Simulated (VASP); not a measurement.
# AlNi3 (Fm-3m) in VASP: further runs

The runs below take AlNi3 through single point, relaxation of cell and atoms, with LDA.

All numbers are computed with VASP 6.6.1; they aren't measurements. Logs are shortened: lines on timing, memory, paths and dates and some standing lists are left out, and cuts for length are marked.

### Step 1. The cell of the first run

Symmetry: Fm-3m, No. 225, cubic system. The conventional cell has a = 5.536 Å, b = 5.536 Å, c = 5.536 Å, α = 90.00°, β = 90.00°, γ = 90.00°. Al (site symmetry m-3m) has 14 Ni at 2.40 to 2.77 Å within 3.2 Å. Ni (site symmetry -43m) has 4 Al at 2.40 Å and 10 Ni at 2.40 to 2.77 Å within 3.2 Å. Ni (site symmetry m-3m) has 8 Ni at 2.40 Å and 6 Al at 2.77 Å within 3.2 Å.

### Step 2. Single point, LDA

File INCAR:

```
PREC     = Accurate       # precision mode
ENCUT    = 520            # plane-wave cutoff, eV
EDIFF    = 1E-6           # SCF threshold, eV
ISMEAR   = 0              # smearing method
SIGMA    = 0.1            # smearing width, eV
LREAL    = F              # projectors in reciprocal space
LASPH    = T              # aspherical terms in the spheres
NELM     = 100            # most SCF steps
ALGO     = Normal         # electronic algorithm
ISIF     = 2              # what is computed and relaxed
LWAVE    = F              # write WAVECAR
LCHARG   = F              # write CHGCAR
GGA      = CA             # functional
NBANDS   = 24             # bands
```

File KPOINTS:

```
Automatic mesh
0
Gamma
  14 14 14
```

File POSCAR:

```
AlNi3
1.0
    0.0000000000      2.7679723877      2.7679723877
    2.7679723877      0.0000000000      2.7679723877
    2.7679723877      2.7679723877      0.0000000000
Al Ni
1 3
Direct
    0.5000000000      0.5000000000      0.5000000000
    0.2500000000      0.2500000000      0.2500000000
    0.0000000000      0.0000000000      0.0000000000
    0.7500000000      0.7500000000      0.7500000000
```

Potentials or basis: VASP PAW LDA potentials, release 64 (Al, Ni).

Run with:

```bash
$ cat potpaw_LDA.64/Al/POTCAR potpaw_LDA.64/Ni/POTCAR > POTCAR
$ mpirun -np 1 vasp_std > vasp.out
```

OUTCAR:

```text
PREC = Accurate
   ENCUT = 520
   EDIFF = 1E-6
   ISMEAR = 0
   LREAL = F
   LASPH = T
   NELM = 100
   ISIF = 2
   GGA = CA

 ion  position               nearest neighbor table
   1  0.500  0.500  0.500-   2 2.40   2 2.40   2 2.40   2 2.40   4 2.40   4 2.40   4 2.40   4 2.40
                             3 2.77   3 2.77   3 2.77   3 2.77   3 2.77   3 2.77
   2  0.250  0.250  0.250-   3 2.40   3 2.40   3 2.40   1 2.40   3 2.40   1 2.40   1 2.40   1 2.40
                             4 2.77   4 2.77   4 2.77   4 2.77   4 2.77   4 2.77
   3  0.000  0.000  0.000-   4 2.40   4 2.40   4 2.40   2 2.40   4 2.40   2 2.40   2 2.40   2 2.40
                             1 2.77   1 2.77   1 2.77   1 2.77   1 2.77   1 2.77
   4  0.750  0.750  0.750-   1 2.40   1 2.40   1 2.40   1 2.40   3 2.40   3 2.40   3 2.40   3 2.40
                             2 2.77   2 2.77   2 2.77   2 2.77   2 2.77   2 2.77

  LATTYP: Found a face centered cubic cell.
 ALAT       =     5.5359447754

  Lattice vectors:

 A1 = (   0.0000000000,   2.7679723877,   2.7679723877)
 A2 = (   2.7679723877,   0.0000000000,   2.7679723877)
 A3 = (   2.7679723877,   2.7679723877,   0.0000000000)

Analysis of symmetry for initial positions (statically):
=====================================================================
 Subroutine PRICEL returns:
 Original cell was already a primitive cell.

 Routine SETGRP: Setting up the symmetry group for a
 face centered cubic supercell.

 Subroutine GETGRP returns: Found 48 space group operations
 (whereof 48 operations were pure point group operations)
 out of a pool of 48 trial point group operations.

The static configuration has the point symmetry O_h .

Analysis of symmetry for dynamics (positions and initial velocities):
=====================================================================
 Subroutine PRICEL returns:
 Original cell was already a primitive cell.

 Routine SETGRP: Setting up the symmetry group for a
 face centered cubic supercell.

 Subroutine GETGRP returns: Found 48 space group operations
 (whereof 48 operations were pure point group operations)
 out of a pool of 48 trial point group operations.

The dynamic configuration has the point symmetry O_h .

 Subroutine INISYM returns: Found 48 space group operations
 (whereof 48 operations are pure point group operations),
 and found     1 'primitive' translations

----------------------------------------------------------------------------------------

                                     Primitive cell

  volume of cell :      42.4146

  direct lattice vectors                    reciprocal lattice vectors
     0.000000000  2.767972388  2.767972388    -0.180637640  0.180637640  0.180637640
     2.767972388  0.000000000  2.767972388     0.180637640 -0.180637640  0.180637640
     2.767972388  2.767972388  0.000000000     0.180637640  0.180637640 -0.180637640

  length of vectors
     3.914504091  3.914504091  3.914504091     0.312873570  0.312873570  0.312873570

  position of ions in fractional coordinates (direct lattice)
     0.500000000  0.500000000  0.500000000
     0.250000000  0.250000000  0.250000000
     0.000000000  0.000000000  0.000000000
     0.750000000  0.750000000  0.750000000

  ion indices of the primitive-cell ions
   primitive index   ion index
                 1           1
                 2           2
                 3           3
                 4           4

----------------------------------------------------------------------------------------

 KPOINTS: Automatic mesh

Automatic generation of k-mesh.
 Grid dimensions read from file:
 generate k-points for:   14   14   14

 Generating k-lattice:

  Cartesian coordinates                     Fractional coordinates (reciprocal lattice)
    -0.012902689  0.012902689  0.012902689     0.071428571  0.000000000  0.000000000
     0.012902689 -0.012902689  0.012902689     0.000000000  0.071428571  0.000000000
     0.012902689  0.012902689 -0.012902689     0.000000000  0.000000000  0.071428571

  Length of vectors
     0.022348112  0.022348112  0.022348112

  Shift w.r.t. Gamma in fractional coordinates (k-lattice)
     0.000000000  0.000000000  0.000000000

 Subroutine IBZKPT returns following result:
 ===========================================

 Found    104 irreducible k-points:

 Following reciprocal coordinates:
            Coordinates               Weight
  0.000000  0.000000  0.000000      1.000000
  0.071429  0.000000  0.000000      8.000000
  0.142857  0.000000  0.000000      8.000000
  0.214286  0.000000  0.000000      8.000000
  0.285714  0.000000  0.000000      8.000000
  0.357143  0.000000  0.000000      8.000000
[... 16 lines left out ...]
  0.214286  0.142857  0.000000     24.000000
  0.285714  0.142857  0.000000     24.000000
 [... further k-points ...]
   k-points           NKPTS =    104   k-points in BZ     NKDIM =    104   number of bands    NBANDS=     24
   number of dos      NEDOS =    301   number of ions     NIONS =      4
   total plane-waves  NPLWV =  27000
   dimension x,y,z NGX =    30 NGY =   30 NGZ =   30
   dimension x,y,z NGXF=    60 NGYF=   60 NGZF=   60
   ions per type =               1   3
   NGX,Y,Z   is equivalent  to a cutoff of  12.74, 12.74, 12.74 a.u.
   NGXF,Y,Z  is equivalent  to a cutoff of  25.48, 25.48, 25.48 a.u.
 SYSTEM =  unknown system
   PREC   = accura    normal or accurate (medium, high low for compatibility)
   ISTART =      0    job   : 0-new  1-cont  2-samecut
   ICHARG =      2    charge: 1-file 2-atom 10-const
   ISPIN  =      1    spin polarized calculation?
   LNONCOLLINEAR =      F non collinear calculations
   LSORBIT =      F    spin-orbit coupling
   LASPH  =      T    aspherical Exc in radial PAW
   ENCUT  =  520.0 eV  38.22 Ry    6.18 a.u.   7.28  7.28  7.28*2*pi/ulx,y,z
   NELM   =    100;   NELMIN=  2; NELMDL= -5     # of ELM steps
   EDIFF  = 0.1E-05   stopping-criterion for ELM
   LREAL  =      F    real-space projection
   EDIFFG = 0.1E-04   stopping-criterion for IOM
   NSW    =      0    number of steps for IOM
   IBRION =     -1    ionic relax: 0-MD 1-quasi-New 2-CG
   NFREE  =      0    steps in history (QN), initial steepest desc. (CG)
   ISIF   =      2    stress and relaxation
   ISYM   =      2    0-nonsym 1-usesym 2-fastsym
   POTIM  = 0.5000    time-step for ionic-motion
   TEBEG  =    0.0;   TEEND  =   0.0 temperature during run
   PSTRESS=    0.0 pullay stress
   NELECT =      33.0000    total number of electrons
   NUPDOWN=      -1.0000    fix difference up-down
   EMIN   =  10.00;   EMAX   =-10.00  energy-range for DOS
   EFERMI =   0.00;   METHOD = LEGACY
   ISMEAR =     0;   SIGMA  =   0.10  broadening in eV -4-tet -1-fermi 0-gaus
   EFERMI_NEDOS =   21; number of points for ismear=-14 and -15
   IALGO  =     38    algorithm
   IMIX   =      4    mixing-type and parameters
     AMIX     =   0.40;   BMIX     =  1.00
     AMIX_MAG =   1.60;   BMIX_MAG =  1.00
  volume/ion in A,a.u.               =      10.60        71.56
  Fermi-wavevector in a.u.,A,eV,Ry     =   1.505709  2.845378 30.846581  2.267160
  Thomas-Fermi vector in A             =   2.616522
   LORBIT       =      0    0 simple, 1 ext, 2 COOP (PROOUT), +10 PAW based schemes
   GGA     = CA    functional components
   LHFCALC =     F    Hartree Fock is set to
   AEXX    =    0.0000 exact exchange contribution
   IVDW    =     0    specifies the selected vdW correction
   LEPSILON=     F    determine dielectric tensor
   LRPA    =     F    only Hartree local field effects (RPA)
 non-spin polarized calculation
 Gauss-broadening in eV      SIGMA  =   0.10
  energy-cutoff  :      520.00
  volume of cell :       42.41
 maximum number of plane-waves:      1163
 NGX is ok and might be reduce to    30
   NGX = 15   NGY = 15   NGZ = 15

 number of electron      33.0000034 magnetization

 Free energy of the ion-electron system (eV)
  ---------------------------------------------------
  ext. energy  EPLUGINS =         0.00000000
  ---------------------------------------------------
  free energy    TOTEN  =       -25.62039382 eV

  energy without entropy =      -25.60824681  energy(sigma->0) =      -25.61432031

 E-fermi :  10.1926     XC(G=0): -13.3188

 val. band max:       10.1902200449   @ k =  -0.2857   0.5000   0.2143
 cond. band min:      10.2099050338   @ k =   0.5000   0.2143   0.0714
 fundamental gap:      0.0196849889
 Fermi energy:        10.1925877286

 k-point     1 :       0.0000    0.0000    0.0000
  band No.  band energies     occupation
      1      -0.2184      2.00000
      2       6.3806      2.00000
      3       6.3806      2.00000
      4       6.5378      2.00000
      5       6.5378      2.00000
      6       6.5378      2.00000
[... 16 lines left out ...]
     23      17.6528      0.00000
     24      19.1210      0.00000

 k-point     2 :       0.0714    0.0000    0.0000
  band No.  band energies     occupation
      1      -0.1403      2.00000
      2       6.3493      2.00000
      3       6.3493      2.00000
      4       6.4969      2.00000
      5       6.6123      2.00000
      6       6.6123      2.00000
[... 16 lines left out ...]
     23      18.0046      0.00000
     24      18.9301      0.00000

 k-point     3 :       0.1429    0.0000    0.0000
  band No.  band energies     occupation
      1       0.0924      2.00000
      2       6.3232      2.00000
      3       6.3232      2.00000
      4       6.3749      2.00000
      5       6.7622      2.00000
      6       6.7622      2.00000
[... 16 lines left out ...]
     23      18.4259      0.00000
     24      18.7600      0.00000
[... 514 lines left out ...]
 k-point    23 :       0.2143    0.1429    0.0000
  band No.  band energies     occupation
      1       0.4747      2.00000
      2       5.8649      2.00000
      3       6.5787      2.00000
      4       6.6284      2.00000
      5       6.8216      2.00000
      6       6.8690      2.00000
[... 16 lines left out ...]
     23      18.1386      0.00000
     24      20.0916      0.00000

 k-point    24 :       0.2857    0.1429    0.0000
  band No.  band energies     occupation
      1       0.8986      2.00000
      2       5.7068      2.00000
      3       6.5158      2.00000
      4       6.6144      2.00000
      5       6.9901      2.00000
      6       6.9965      2.00000
[... 16 lines left out ...]
     23      18.1277      0.00000
     24      20.2144      0.00000

 [... further k-points ...]

------------------------ aborting loop because EDIFF is reached ----------------------------------------

  FORCE on cell =-STRESS in cart. coord.  units (eV):
  Direction    XX          YY          ZZ          XY          YZ          ZX
  --------------------------------------------------------------------------------------
  -------------------------------------------------------------------------------------
  Total        0.0511419      0.0511419      0.0511419     -0.0000000      0.0000000      0.0000000
  in kB        1.9318429      1.9318429      1.9318429     -0.0000000      0.0000000      0.0000000
  external PRESSURE =       1.9318429 kB  Pullay stress =       0.0000000 kB

 VOLUME and BASIS-vectors are now :
 -----------------------------------------------------------------------------
  energy-cutoff  :      520.00
  volume of cell :       42.41
      direct lattice vectors                 reciprocal lattice vectors
     0.000000000  2.767972388  2.767972388    -0.180637640  0.180637640  0.180637640
     2.767972388  0.000000000  2.767972388     0.180637640 -0.180637640  0.180637640
     2.767972388  2.767972388  0.000000000     0.180637640  0.180637640 -0.180637640

 POSITION                                       TOTAL-FORCE (eV/Angst)
 -----------------------------------------------------------------------------------
      2.76797      2.76797      2.76797        -0.000000     -0.000000     -0.000000
      1.38399      1.38399      1.38399        -0.000000     -0.000000      0.000000
      0.00000      0.00000      0.00000        -0.000000     -0.000000     -0.000000
      4.15196      4.15196      4.15196         0.000000      0.000000     -0.000000
 -----------------------------------------------------------------------------------
    total drift:                                0.000000     -0.000000      0.000000

  FREE ENERGIE OF THE ION-ELECTRON SYSTEM (eV)
  ---------------------------------------------------
  free  energy   TOTEN  =       -25.6203938152 eV

  energy  without entropy=      -25.6082468097  energy(sigma->0) =      -25.61432031
```

It took 77 s on 1 thread of Intel Xeon 6975P-C (Granite Rapids), shared host; peak memory 0.21 GiB.

Results:

```
Free energy : -25.6204 eV
Pressure    : 0.2 GPa
```

Levels at points of the mesh, in eV from the Fermi level:
| k point | band 14 | band 15 | band 16 | band 17 | band 18 | band 19 |
| --- | --- | --- | --- | --- | --- | --- |
| (0.00, 0.00, 0.00) | -0.60 | -0.54 | -0.54 | 5.61 | 5.61 | 5.61 |
| (0.50, 0.00, 0.00) | -0.69 | -0.50 | -0.50 | -0.16 | 4.46 | 4.46 |
| (0.50, 0.50, 0.00) | -0.80 | -0.64 | -0.38 | -0.38 | -0.37 | -0.04 |

### Step 3. Relaxation of cell and atoms, LDA

This run uses another cell than the first one, of 11.41 Å³/atom, 1.076 times its volume.

File INCAR:

```
PREC = Accurate ; ENCUT = 600
EDIFF = 1E-6 ; ISMEAR = 0
SIGMA = 0.1 ; LREAL = False
LASPH = True ; NELM = 60
ALGO = Fast ; ISIF = 3
LWAVE = False ; LCHARG = False
IBRION = 2 ; NSW = 70
EDIFFG = -0.005
```

KPOINTS is that of step 2.

File POSCAR:

```
AlNi3
1.0
    0.0000000000      2.8361718561      2.8361718561
    2.8361718561      0.0000000000      2.8361718561
    2.8361718561      2.8361718561      0.0000000000
Al Ni
1 3
Direct
    0.5000000000      0.5000000000      0.5000000000
    0.2500000000      0.2500000000      0.2500000000
    0.0000000000      0.0000000000      0.0000000000
    0.7500000000      0.7500000000      0.7500000000
```

Potentials or basis: VASP PAW LDA potentials, release 64 (Al, Ni).

Run with:

```bash
$ cat potpaw_LDA.64/Al/POTCAR potpaw_LDA.64/Ni/POTCAR > POTCAR
$ mpirun -np 1 vasp_std > vasp.out
```

It took 2.7 min on 1 thread of Intel Xeon 6975P-C (Granite Rapids), shared host; peak memory 0.24 GiB.

It converged, with:

```yaml
Free_energy: -25.6218 eV
Relaxed_volume: 10.61 Å³/atom
Relaxed_cell: a = 3.916 Å, b = 3.916 Å, c = 3.916 Å, α = 60.00°, β = 60.00°, γ = 60.00°
Space_group_after_relaxing_to_0.05_Å: Fm-3m (No. 225)
Energy_gained_by_relaxing: 35.6 meV/atom
Ionic_steps: 3
Pressure_after_relaxing: -0.1 GPa
```

Step by step:
```tsv
step	energy change (eV)	largest force (eV/Å)	pressure (GPa)	volume (Å³)
1	0.0000	0.0000	-13.21	45.63
2	-0.0061	0.0000	17.12	39.69
3	-0.1424	0.0000	-0.07	42.45
```

Final structure:
```
Al Ni
1.0
     0.00000    2.76883    2.76883
     2.76883    0.00000    2.76883
     2.76883    2.76883    0.00000
Al Ni
1 3
Direct
  0.50000 0.50000 0.50000
  0.25000 0.25000 0.25000
  0.00000 0.00000 0.00000
  0.75000 0.75000 0.75000
```

Levels at points of the mesh, in eV from the Fermi level:
```
           k point  band 13  band 14  band 15  band 16  band 17  band 18  band 19  band 20
(0.00, 0.00, 0.00)    -0.60    -0.60    -0.54    -0.54     5.60     5.60     5.60     6.13
(0.50, 0.00, 0.00)    -0.68    -0.68    -0.50    -0.50    -0.16     4.46     4.46     4.99
(0.50, 0.50, 0.00)    -1.12    -0.80    -0.64    -0.38    -0.38    -0.37    -0.04     4.44
```
